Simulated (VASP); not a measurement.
# YbB2 (P6/mmm) in VASP: a series of runs, part 2 of 3

VASP 6.6.1.

### Step 3. Relaxation of shape and atoms at fixed volume, PBE (12.62 Å³/atom)

This run uses another cell than the first one, of 12.62 Å³/atom.

File INCAR:

```
SYSTEM = YbB2
ALGO = Normal
EDIFF = 1E-7
EDIFFG = -0.01
ENCUT = 600
GGA = PE
IBRION = 2
ISIF = 4
ISMEAR = 0
LASPH = .True.
LCHARG = .False.
LREAL = .False.
LWAVE = .False.
NELM = 80
NSW = 50
PREC = Accurate
SIGMA = 0.1
```

File KPOINTS:

```
k-points
0
Gamma
  15 15 12
  0 0 0
```

File POSCAR:

```
YbB2
1.0
    3.3175665355      0.0000000000      0.0000000000
   -1.6587832677      2.8730968985      0.0000000000
    0.0000000000      0.0000000000      3.9717438211
Yb B
1 2
Direct
    0.0000000000      0.0000000000      0.0000000000
    0.3333333333      0.6666666667      0.5000000000
    0.6666666667      0.3333333333      0.5000000000
```

Potentials or basis: VASP PAW PBE potentials, release 64 (Yb, B).

The run is started by

```
cat potpaw_PBE.64/Yb/POTCAR potpaw_PBE.64/B/POTCAR > POTCAR
mpirun -np 1 vasp_std > vasp.out
```

OUTCAR:

```text
SYSTEM = YbB2
   EDIFF = 1E-7
   EDIFFG = -0.01
   ENCUT = 600
   GGA = PE
   IBRION = 2
   ISIF = 4
   ISMEAR = 0
   LASPH = .True.
   LREAL = .False.
   NELM = 80
   NSW = 50
   PREC = Accurate

 ion  position               nearest neighbor table
   1  0.000  0.000  0.000-   2 2.76   3 2.76   2 2.76   3 2.76   2 2.76   2 2.76   3 2.76   3 2.76
                             3 2.76   3 2.76   2 2.76   2 2.76
   2  0.333  0.667  0.500-   3 1.92   3 1.92   3 1.92   1 2.76   1 2.76   1 2.76   1 2.76   1 2.76
                             1 2.76
   3  0.667  0.333  0.500-   2 1.92   2 1.92   2 1.92   1 2.76   1 2.76   1 2.76   1 2.76   1 2.76
                             1 2.76

  LATTYP: Found a hexagonal cell.
 ALAT       =     3.3175665355
 C/A-ratio  =     1.1971858827

  Lattice vectors:

 A1 = (   3.3175665355,   0.0000000000,   0.0000000000)
 A2 = (  -1.6587832677,   2.8730968985,   0.0000000000)
 A3 = (   0.0000000000,   0.0000000000,   3.9717438211)

Analysis of symmetry for initial positions (statically):
=====================================================================
 Subroutine PRICEL returns:
 Original cell was already a primitive cell.

 Routine SETGRP: Setting up the symmetry group for a
 hexagonal supercell.

 Subroutine GETGRP returns: Found 24 space group operations
 (whereof 24 operations were pure point group operations)
 out of a pool of 24 trial point group operations.

The static configuration has the point symmetry D_6h.

Analysis of symmetry for dynamics (positions and initial velocities):
=====================================================================
 Subroutine PRICEL returns:
 Original cell was already a primitive cell.

 Routine SETGRP: Setting up the symmetry group for a
 hexagonal supercell.

[... 179 lines left out ...]
      0.00000      0.00000      0.00000        -0.000000      0.000000      0.000000
     -0.00000      1.91540      1.98587        -0.000000      0.000000      0.000000
      1.65878      0.95770      1.98587         0.000000      0.000000      0.000000
 -----------------------------------------------------------------------------------
    total drift:                               -0.000000      0.000000      0.000000

  FREE ENERGIE OF THE ION-ELECTRON SYSTEM (eV)
  ---------------------------------------------------
  free  energy   TOTEN  =       -18.0396946230 eV

  energy  without entropy=      -18.0221726038  energy(sigma->0) =      -18.03093361

--------------------------------------- Ionic step        2  -------------------------------------------

 number of electron      30.0000006 magnetization

 Free energy of the ion-electron system (eV)
  ---------------------------------------------------
  ext. energy  EPLUGINS =         0.00000000
  ---------------------------------------------------
  free energy    TOTEN  =       -18.03976118 eV

  energy without entropy =      -18.02229411  energy(sigma->0) =      -18.03102764

 E-fermi :   3.5468     XC(G=0): -11.7724

 val. band max:        3.5463075943   @ k =   0.4000   0.0000   0.0833
 cond. band min:       3.5486232342   @ k =   0.2000   0.0000   0.0000
 fundamental gap:      0.0023156400
 Fermi energy:         3.5467794868

 k-point     1 :       0.0000    0.0000    0.0000
  band No.  band energies     occupation
      1     -47.4362      2.00000
      2     -19.6165      2.00000
      3     -19.3664      2.00000
      4     -19.3664      2.00000
      5      -7.1401      2.00000
      6       1.8884      2.00000
[... 505 lines left out ...]
      6      -2.7407      2.00000
[... 11 lines left out ...]
     18       8.5954      0.00000
     19      10.6752      0.00000

 [... further k-points ...]

------------------------ aborting loop because EDIFF is reached ----------------------------------------

  FORCE on cell =-STRESS in cart. coord.  units (eV):
  Direction    XX          YY          ZZ          XY          YZ          ZX
  --------------------------------------------------------------------------------------
  -------------------------------------------------------------------------------------
  Total       -2.4612341     -2.4612341     -2.4382445     -0.0000000     -0.0000000     -0.0000000
  in kB     -104.1627317   -104.1627317   -103.1897804     -0.0000000     -0.0000000     -0.0000000
  external PRESSURE =    -103.8384146 kB  Pullay stress =       0.0000000 kB

 VOLUME and BASIS-vectors are now :
 -----------------------------------------------------------------------------
  energy-cutoff  :      600.00
  volume of cell :       37.86
      direct lattice vectors                 reciprocal lattice vectors
     3.315654327 -0.000000000  0.000000000     0.301599594  0.174128607 -0.000000000
    -1.657827164  2.871440877  0.000000000     0.000000000  0.348257214 -0.000000000
     0.000000000  0.000000000  3.976326320    -0.000000000 -0.000000000  0.251488414

 POSITION                                       TOTAL-FORCE (eV/Angst)
 -----------------------------------------------------------------------------------
      3.31565     -0.00000      0.00000        -0.000000     -0.000000      0.000000
     -0.00000      1.91429      1.98816         0.000000      0.000000      0.000000
      1.65783      0.95715      1.98816        -0.000000     -0.000000      0.000000
 -----------------------------------------------------------------------------------
    total drift:                                0.000000      0.000000     -0.000000

  FREE ENERGIE OF THE ION-ELECTRON SYSTEM (eV)
  ---------------------------------------------------
  free  energy   TOTEN  =       -18.0397611803 eV

  energy  without entropy=      -18.0222941072  energy(sigma->0) =      -18.03102764

 reached required accuracy - stopping structural energy minimisation
```

OSZICAR:

```text
N       E                     dE             d eps       ncg     rms          rms(c)
DAV:   1     0.153494019638E+03    0.15349E+03   -0.12329E+04  9245   0.113E+04
DAV:   2     0.417315747724E+01   -0.14932E+03   -0.14297E+03  9215   0.665E+02
DAV:   3    -0.177191465476E+02   -0.21892E+02   -0.21037E+02 10420   0.169E+02
DAV:   4    -0.206883353196E+02   -0.29692E+01   -0.29215E+01 13881   0.460E+01
[... 70 lines left out ...]
DAV:   5    -0.180397645981E+02    0.40152E-05   -0.67554E-05 13340   0.271E-01    0.605E-02
DAV:   6    -0.180397643084E+02    0.28979E-06   -0.77242E-06 14115   0.867E-02    0.407E-02
DAV:   7    -0.180397610760E+02    0.32324E-05   -0.12382E-05 11289   0.191E-01    0.163E-02
DAV:   8    -0.180397611794E+02   -0.10347E-06   -0.13909E-06 11129   0.127E-02    0.124E-02
DAV:   9    -0.180397611803E+02   -0.83219E-09   -0.48724E-08  5398   0.324E-03
   2 F= -.18039761E+02 E0= -.18031028E+02  d E =-.665572E-04
```

CONTCAR:

```text
YbB2
   1.00000000000000
     3.3156543271415737   -0.0000000000022948    0.0000000000000000
    -1.6578271635228028    2.8714408774844706    0.0000000000000000
     0.0000000000000000    0.0000000000000000    3.9763263203756622
  Yb              B
     1     2
Direct
     1.0000000000000000    0.0000000000000000    0.0000000000000000
     0.3333333332999970    0.6666666667000030    0.5000000000000000
     0.6666666667000030    0.3333333332999970    0.5000000000000000

  0.00000000E+00  0.00000000E+00  0.00000000E+00
  0.00000000E+00  0.00000000E+00  0.00000000E+00
  0.00000000E+00  0.00000000E+00  0.00000000E+00
```

Wall time 26 min (1 thread of Intel Xeon 8259CL, shared host); peak memory 0.35 GiB.

Results:

```
Free energy               : -18.0398 eV
Energy gained by relaxing : 0.0 meV/atom
Ionic steps               : 2
Pressure after relaxing   : -10.4 GPa
Band gap on the k mesh    : zero (bands 15 and 16 overlap by 1.15 eV)
```

Final structure:
```yaml
crystal:
  lattice:
    - [3.31565, 0.00000, 0.00000]
    - [-1.65783, 2.87144, 0.00000]
    - [0.00000, 0.00000, 3.97633]
  atoms:
    - { symbol: Yb, position: [0.00000, 0.00000, 0.00000] }
    - { symbol: B, position: [0.33333, 0.66667, 0.50000] }
    - { symbol: B, position: [0.66667, 0.33333, 0.50000] }
```

Caveat: spin-orbit coupling is left out, which moves the levels of the heavy elements.

### Step 4. Relaxation of shape and atoms at fixed volume, PBE (10.88 Å³/atom)

This run uses another cell than the first one, of 10.88 Å³/atom.

File INCAR:

```
PREC = Accurate
ENCUT = 600
EDIFF = 1E-6
ISMEAR = 0
SIGMA = 0.1
LREAL = False
LASPH = True
NELM = 100
ALGO = Normal
ISIF = 4
LWAVE = False
LCHARG = False
GGA = PE
IBRION = 2
NSW = 50
EDIFFG = -0.01
```

File KPOINTS:

```
regular mesh
0
Gamma
  15 15 12
```

File POSCAR:

```
YbB2
1.0
    3.1658561654      0.0000000000      0.0000000000
   -1.5829280827      2.7417118639      0.0000000000
    0.0000000000      0.0000000000      3.7613132876
Yb B
1 2
Direct
    0.0000000000      0.0000000000      0.0000000000
    0.3333333333      0.6666666667      0.5000000000
    0.6666666667      0.3333333333      0.5000000000
```

Potentials or basis: VASP PAW PBE potentials, release 64 (Yb, B).

The run is started by

```
cat potpaw_PBE.64/Yb/POTCAR potpaw_PBE.64/B/POTCAR > POTCAR
mpirun -np 1 vasp_std > vasp.out
```

OUTCAR:

```text
PREC = Accurate
   ENCUT = 600
   EDIFF = 1E-6
   ISMEAR = 0
   LREAL = False
   LASPH = True
   NELM = 100
   ISIF = 4
   GGA = PE
   IBRION = 2
   NSW = 50
   EDIFFG = -0.01

 ion  position               nearest neighbor table
   1  0.000  0.000  0.000-   2 2.62   3 2.62   2 2.62   3 2.62   2 2.62   2 2.62   3 2.62   3 2.62
                             3 2.62   3 2.62   2 2.62   2 2.62
   2  0.333  0.667  0.500-   3 1.83   3 1.83   3 1.83   1 2.62   1 2.62   1 2.62   1 2.62   1 2.62
                             1 2.62
   3  0.667  0.333  0.500-   2 1.83   2 1.83   2 1.83   1 2.62   1 2.62   1 2.62   1 2.62   1 2.62
                             1 2.62

  LATTYP: Found a hexagonal cell.
 ALAT       =     3.1658561654
 C/A-ratio  =     1.1880872317

  Lattice vectors:

 A1 = (   3.1658561654,   0.0000000000,   0.0000000000)
 A2 = (  -1.5829280827,   2.7417118639,   0.0000000000)
 A3 = (   0.0000000000,   0.0000000000,   3.7613132876)

Analysis of symmetry for initial positions (statically):
=====================================================================
 Subroutine PRICEL returns:
 Original cell was already a primitive cell.
[... 180 lines left out ...]
  --------------------------------------------------------------------------------------
  -------------------------------------------------------------------------------------
  Total        6.6192421      6.6192421      6.9978108      0.0000000      0.0000000      0.0000000
  in kB      324.8376400    324.8376400    343.4158056      0.0000000      0.0000000      0.0000000
  external PRESSURE =     331.0303618 kB  Pullay stress =       0.0000000 kB
[... 246 lines left out ...]
--------------------------------------- Ionic step        8  -------------------------------------------

 number of electron      30.0000014 magnetization

 Free energy of the ion-electron system (eV)
  ---------------------------------------------------
  ext. energy  EPLUGINS =         0.00000000
  ---------------------------------------------------
  free energy    TOTEN  =       -18.07573047 eV

  energy without entropy =      -18.05868761  energy(sigma->0) =      -18.06720904

 E-fermi :   4.3526     XC(G=0): -12.5377

 val. band max:        4.3505393596   @ k =   0.4000   0.0667   0.2500
 cond. band min:       4.3533951349   @ k =   0.4000   0.0667   0.4167
 fundamental gap:      0.0028557753
 Fermi energy:         4.3526091512

 k-point     1 :       0.0000    0.0000    0.0000
  band No.  band energies     occupation
      1     -46.4846      2.00000
      2     -18.7088      2.00000
      3     -18.2380      2.00000
      4     -18.2380      2.00000
      5      -7.0087      2.00000
      6       2.7114      2.00000
[... 505 lines left out ...]
      6      -2.3538      2.00000
[... 11 lines left out ...]
     18      10.0426      0.00000
     19      12.2832      0.00000

 [... further k-points ...]

------------------------ aborting loop because EDIFF is reached ----------------------------------------

  FORCE on cell =-STRESS in cart. coord.  units (eV):
  Direction    XX          YY          ZZ          XY          YZ          ZX
  --------------------------------------------------------------------------------------
  -------------------------------------------------------------------------------------
  Total        2.1356279      2.1356279      2.0975330      0.0000000     -0.0000000      0.0000000
  in kB      104.8054017    104.8054017    102.9359050      0.0000000     -0.0000000      0.0000000
  external PRESSURE =     104.1822362 kB  Pullay stress =       0.0000000 kB
[... 18 lines left out ...]
  FREE ENERGIE OF THE ION-ELECTRON SYSTEM (eV)
  ---------------------------------------------------
  free  energy   TOTEN  =       -18.0757304663 eV

  energy  without entropy=      -18.0586876134  energy(sigma->0) =      -18.06720904

 reached required accuracy - stopping structural energy minimisation
```

OSZICAR:

```text
N       E                     dE             d eps       ncg     rms          rms(c)
DAV:   1     0.151272075261E+03    0.15127E+03   -0.12411E+04  9099   0.115E+04
DAV:   2     0.263672501763E+01   -0.14864E+03   -0.14194E+03  9024   0.664E+02
DAV:   3    -0.192337521986E+02   -0.21870E+02   -0.20823E+02 10377   0.173E+02
[... 81 lines left out ...]
       N       E                     dE             d eps       ncg     rms          rms(c)
DAV:   1    -0.180757352308E+02   -0.85555E-05   -0.42183E-05 10553   0.111E+00    0.173E-02
DAV:   2    -0.180757322618E+02    0.29690E-05   -0.20670E-05 11759   0.238E-01    0.108E-02
DAV:   3    -0.180757371077E+02   -0.48459E-05   -0.54062E-05  8038   0.293E-01    0.361E-02
DAV:   4    -0.180757305119E+02    0.65958E-05   -0.39617E-05  5980   0.264E-01    0.436E-03
DAV:   5    -0.180757304663E+02    0.45599E-07   -0.69732E-07  5915   0.286E-02
   8 F= -.18075730E+02 E0= -.18067209E+02  d E =0.543209E-03
```

CONTCAR:

```text
YbB2
   1.00000000000000
     3.1657160345684443    0.0000000000000000    0.0000000000000000
    -1.5828580172842222    2.7415905070397248   -0.0000000000000000
     0.0000000000000000    0.0000000000000000    3.7616462850130112
  Yb              B
     1     2
Direct
     0.0000000000000000    0.0000000000000000    0.0000000000000000
     0.3333333332999970    0.6666666667000030    0.5000000000000000
     0.6666666667000030    0.3333333332999970    0.5000000000000000

  0.00000000E+00  0.00000000E+00  0.00000000E+00
  0.00000000E+00  0.00000000E+00  0.00000000E+00
  0.00000000E+00  0.00000000E+00  0.00000000E+00
```

Run time: 7.3 min. Hardware: 1 thread of AMD EPYC 9R45 (Zen 5), shared host; peak memory 0.29 GiB.

Results:

```yaml
Free_energy: -18.0757 eV
Ionic_steps: 8
Pressure_after_relaxing: 10.4 GPa
Band_gap_on_the_k_mesh: zero (bands 15 and 16 overlap by 1.38 eV)
```

Step by step:
```tsv
step	energy change (eV)	largest force (eV/Å)	pressure (GPa)	volume (Å³)
1	0.0000	0.0000	33.10	32.65
2	0.0013	0.0000	10.72	32.65
3	0.0008	0.0000	10.47	32.65
4	0.0007	0.0000	10.40	32.65
5	0.0006	0.0000	10.43	32.65
6	0.0006	0.0000	10.63	32.65
7	0.0005	0.0000	10.18	32.65
8	0.0005	0.0000	10.42	32.65
```

Final structure:
```xyz
3
Lattice="3.1657 0.0000 0.0000 -1.5829 2.7416 0.0000 0.0000 0.0000 3.7616" Properties=species:S:1:pos:R:3 pbc="T T T"
Yb    0.0000    0.0000    0.0000
B     0.0000    1.8277    1.8808
B     1.5829    0.9139    1.8808
```

Levels at points of the mesh, in eV from the Fermi level:
| k point | band 11 | band 12 | band 13 | band 14 | band 15 | band 16 | band 17 | band 18 | band 19 |
| --- | --- | --- | --- | --- | --- | --- | --- | --- | --- |
| (0.00, 0.00, 0.00) | -0.41 | -0.41 | -0.39 | -0.39 | -0.37 | 0.09 | 6.74 | 6.74 | 7.03 |
| (0.00, 0.00, 0.50) | -0.37 | -0.32 | -0.32 | 1.07 | 1.07 | 3.70 | 3.70 | 4.06 | 4.18 |

Caveat: spin-orbit coupling is left out, which moves the levels of the heavy elements. Spin polarisation is off, so any magnetic state and its effect on volume and gap are missing.

(Part 2 of 3 ends here.)
